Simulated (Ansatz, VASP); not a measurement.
**BN in VASP and in Ansatz**

```
B N
1.0
     0.00000    1.82270    1.82270
     1.82270    0.00000    1.82270
     1.82270    1.82270    0.00000
B N
1 1
Cartesian
  0.0000 0.0000 0.0000
  0.9113 0.9113 0.9113
```

Alike in both runs: task single point; functional r2SCAN; k mesh 10 × 10 × 10; no spin polarisation.

|  | VASP | Ansatz |
| --- | --- | --- |
| version | VASP 6.6.1 | Ansatz 0.2.0 |
| potentials or method | VASP PAW PBE potentials, release 64 (B_h, N_h) | plane waves, PAW |
| plane-wave cutoff (eV) | 910 | 500 |
| occupations | gaussian, width 0.01 eV | fixed |
| valence electrons in the cell | 8 | 8 |

```csv
,VASP,Ansatz,Ansatz less VASP
gap on the k mesh at the Fermi level (eV),4.96,4.96,+0.005
```

VASP's potentials were made for PBE, not for r2SCAN.

Noted on VASP's run: the cutoff is short for stress, so the pressure is rough.
